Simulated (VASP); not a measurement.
# Ti (Fd-3m) in VASP: single point with PBEsol

Aim: the single point of Ti with PBEsol.

Everything below comes from runs of VASP 6.6.1. Logs are shortened: lines on timing, memory, paths and dates and some standing lists are left out, and cuts for length are marked.

**1. The cell of the first run**

The structure is cubic, space group Fd-3m (No. 227). Conventional cell: a = 5.582 Å, b = 5.582 Å, c = 5.582 Å, α = 90.00°, β = 90.00°, γ = 90.00°. Within 3.2 Å of Ti (site symmetry -43m) lie 4 Ti at 2.42 Å.

This isn't the form of Ti at room conditions, which is hcp.

**2. Single point, PBEsol**

INCAR reads:

```
SYSTEM = Ti
PREC = Accurate
ENCUT = 500
EDIFF = 1E-6
ISMEAR = -1
SIGMA = 0.05
LREAL = .False.
LASPH = .True.
NELM = 120
ALGO = Normal
ISIF = 2
LWAVE = .False.
LCHARG = .True.
GGA = PS
LELF = .True.
LVHAR = .True.
NBANDS = 19
GGA_COMPAT = .False.
```

KPOINTS reads:

```
regular mesh
0
Gamma
  9 9 9
  0 0 0
```

POSCAR reads:

```
Ti
1.0
    0.0000000000      2.7912246522      2.7912246522
    2.7912246522      0.0000000000      2.7912246522
    2.7912246522      2.7912246522      0.0000000000
Ti
2
Direct
   -0.1250000000     -0.1250000000     -0.1250000000
    0.1250000000      0.1250000000      0.1250000000
```

Potentials or basis: VASP PAW PBE potentials, release 64 (Ti_sv).

On the command line:

```bash
$ cat potpaw_PBE.64/Ti_sv/POTCAR > POTCAR
$ mpirun -np 1 vasp_std > vasp.out
```

OUTCAR:

```text
SYSTEM = Ti
   PREC = Accurate
   ENCUT = 500
   EDIFF = 1E-6
   ISMEAR = -1
   LREAL = .False.
   LASPH = .True.
   NELM = 120
   ISIF = 2
   GGA = PS

 ion  position               nearest neighbor table
   1  0.875  0.875  0.875-   2 2.42   2 2.42   2 2.42   2 2.42
   2  0.125  0.125  0.125-   1 2.42   1 2.42   1 2.42   1 2.42

  LATTYP: Found a face centered cubic cell.
 ALAT       =     5.5824493044

  Lattice vectors:

 A1 = (   0.0000000000,   2.7912246522,   2.7912246522)
 A2 = (   2.7912246522,   0.0000000000,   2.7912246522)
 A3 = (   2.7912246522,   2.7912246522,   0.0000000000)

Analysis of symmetry for initial positions (statically):
=====================================================================
 Subroutine PRICEL returns:
 Original cell was already a primitive cell.

 Routine SETGRP: Setting up the symmetry group for a
 face centered cubic supercell.

 Subroutine GETGRP returns: Found 48 space group operations
 (whereof 12 operations were pure point group operations)
 out of a pool of 48 trial point group operations.

The static configuration has the point symmetry D_3d.
 The point group associated with its full space group is O_h .

Analysis of symmetry for dynamics (positions and initial velocities):
=====================================================================
 Subroutine PRICEL returns:
 Original cell was already a primitive cell.

 Routine SETGRP: Setting up the symmetry group for a
 face centered cubic supercell.

 Subroutine GETGRP returns: Found 48 space group operations
 (whereof 12 operations were pure point group operations)
 out of a pool of 48 trial point group operations.

The dynamic configuration has the point symmetry D_3d.
 The point group associated with its full space group is O_h .

 Subroutine INISYM returns: Found 48 space group operations
 (whereof 12 operations are pure point group operations),
 and found     1 'primitive' translations

----------------------------------------------------------------------------------------

                                     Primitive cell

  volume of cell :      43.4925

  direct lattice vectors                    reciprocal lattice vectors
     0.000000000  2.791224652  2.791224652    -0.179132840  0.179132840  0.179132840
     2.791224652  0.000000000  2.791224652     0.179132840 -0.179132840  0.179132840
     2.791224652  2.791224652  0.000000000     0.179132840  0.179132840 -0.179132840

  length of vectors
[... 75 lines left out ...]
   ICHARG =      2    charge: 1-file 2-atom 10-const
   ISPIN  =      1    spin polarized calculation?
   LNONCOLLINEAR =      F non collinear calculations
   LSORBIT =      F    spin-orbit coupling
   LASPH  =      T    aspherical Exc in radial PAW
   ENCUT  =  500.0 eV  36.75 Ry    6.06 a.u.   7.20  7.20  7.20*2*pi/ulx,y,z
   NELM   =    120;   NELMIN=  2; NELMDL= -5     # of ELM steps
   EDIFF  = 0.1E-05   stopping-criterion for ELM
   LREAL  =      F    real-space projection
   EDIFFG = 0.1E-04   stopping-criterion for IOM
   NSW    =      0    number of steps for IOM
   IBRION =     -1    ionic relax: 0-MD 1-quasi-New 2-CG
   NFREE  =      0    steps in history (QN), initial steepest desc. (CG)
   ISIF   =      2    stress and relaxation
   ISYM   =      2    0-nonsym 1-usesym 2-fastsym
   POTIM  = 0.5000    time-step for ionic-motion
   TEBEG  =    0.0;   TEEND  =   0.0 temperature during run
   PSTRESS=    0.0 pullay stress
   NELECT =      24.0000    total number of electrons
   NUPDOWN=      -1.0000    fix difference up-down
   EMIN   =  10.00;   EMAX   =-10.00  energy-range for DOS
   EFERMI =   0.00;   METHOD = LEGACY
   ISMEAR =    -1;   SIGMA  =   0.05  broadening in eV -4-tet -1-fermi 0-gaus
   EFERMI_NEDOS =   21; number of points for ismear=-14 and -15
   IALGO  =     38    algorithm
   IMIX   =      4    mixing-type and parameters
     AMIX     =   0.40;   BMIX     =  1.00
     AMIX_MAG =   1.60;   BMIX_MAG =  1.00
  volume/ion in A,a.u.               =      21.75       146.75
  Fermi-wavevector in a.u.,A,eV,Ry     =   1.342787  2.537499 24.532350  1.803077
  Thomas-Fermi vector in A             =   2.470913
   LORBIT       =      0    0 simple, 1 ext, 2 COOP (PROOUT), +10 PAW based schemes
   GGA     = PS    functional components
   LHFCALC =     F    Hartree Fock is set to
   AEXX    =    0.0000 exact exchange contribution
   IVDW    =     0    specifies the selected vdW correction
   LEPSILON=     F    determine dielectric tensor
   LRPA    =     F    only Hartree local field effects (RPA)
 non-spin polarized calculation
  energy-cutoff  :      500.00
  volume of cell :       43.49
 maximum number of plane-waves:      1125
 NGX is ok and might be reduce to    30
   NGX = 15   NGY = 15   NGZ = 15

 number of electron      23.9999995 magnetization

 Free energy of the ion-electron system (eV)
  ---------------------------------------------------
  ext. energy  EPLUGINS =         0.00000000
  ---------------------------------------------------
  free energy    TOTEN  =       -11.92895967 eV

  energy without entropy =      -11.87499028  energy(sigma->0) =      -11.90197498

 E-fermi :   5.6474     XC(G=0): -10.3092

 val. band max:        5.6452818584   @ k =   0.3333   0.3333   0.0000
 cond. band min:       5.6636596081   @ k =   0.3333   0.2222   0.0000
 fundamental gap:      0.0183777496
 Fermi energy:         5.6473939594

 k-point     1 :       0.0000    0.0000    0.0000
  band No.  band energies     occupation
      1     -50.8355      2.00000
      2     -50.2370      2.00000
      3     -27.3970      2.00000
      4     -27.3970      2.00000
      5     -27.3970      2.00000
      6     -26.5620      2.00000
[... 505 lines left out ...]
      6     -26.9197      2.00000
[... 11 lines left out ...]
     18       9.1902      0.00000
     19       9.9814      0.00000

 [... further k-points ...]
[... 5 lines left out ...]
  --------------------------------------------------------------------------------------
  -------------------------------------------------------------------------------------
  Total       -0.2682595     -0.2682595     -0.2682595      0.0000000     -0.0000000      0.0000000
  in kB       -9.8821462     -9.8821462     -9.8821462      0.0000000     -0.0000000      0.0000000
  external PRESSURE =      -9.8821462 kB  Pullay stress =       0.0000000 kB

 VOLUME and BASIS-vectors are now :
 -----------------------------------------------------------------------------
  energy-cutoff  :      500.00
  volume of cell :       43.49
      direct lattice vectors                 reciprocal lattice vectors
     0.000000000  2.791224652  2.791224652    -0.179132840  0.179132840  0.179132840
     2.791224652  0.000000000  2.791224652     0.179132840 -0.179132840  0.179132840
     2.791224652  2.791224652  0.000000000     0.179132840  0.179132840 -0.179132840

 POSITION                                       TOTAL-FORCE (eV/Angst)
 -----------------------------------------------------------------------------------
      4.88464      4.88464      4.88464         0.000000     -0.000000     -0.000000
      0.69781      0.69781      0.69781        -0.000000      0.000000      0.000000
 -----------------------------------------------------------------------------------
    total drift:                               -0.000000      0.000000      0.000000

  FREE ENERGIE OF THE ION-ELECTRON SYSTEM (eV)
  ---------------------------------------------------
  free  energy   TOTEN  =       -11.9289596721 eV

  energy  without entropy=      -11.8749902795  energy(sigma->0) =      -11.90197498
```

stdout:

```text
POSCAR found type information on POSCAR Ti
 POSCAR found :  1 types and       2 ions
 scaLAPACK will be used
 -----------------------------------------------------------------------------
|                                                                             |
|                                                                             |
|     You enforced a specific xc type in the INCAR file but a different       |
|     I HOPE YOU KNOW WHAT YOU ARE DOING!                                     |
|                                                                             |
 -----------------------------------------------------------------------------

 LDA part: xc-table for (Slater+PW92), standard interpolation
 POSCAR, INCAR and KPOINTS ok, starting setup
 FFT: planning ... GRIDC
 FFT: planning ... GRID_SOFT
 FFT: planning ... GRID
 WAVECAR not read
 entering main loop
```

Wall time 51 s (1 thread of Intel Xeon 8259CL, shared host); peak memory 0.17 GiB.

Results:

```yaml
Free_energy: -11.9290 eV
Pressure: -1.0 GPa
Band_gap_on_the_k_mesh: zero (bands 12 and 13 overlap by 0.20 eV)
```

Levels at points of the mesh, in eV from the Fermi level:
```csv
k point,band 9,band 10,band 11,band 12,band 13,band 14,band 15,band 16
"(0.00, 0.00, 0.00)",-4.90,-0.68,-0.68,-0.15,-0.15,-0.15,1.78,1.78
```

Caveat: the PAW data sets were made with another functional, which shifts forces and pressure a little.
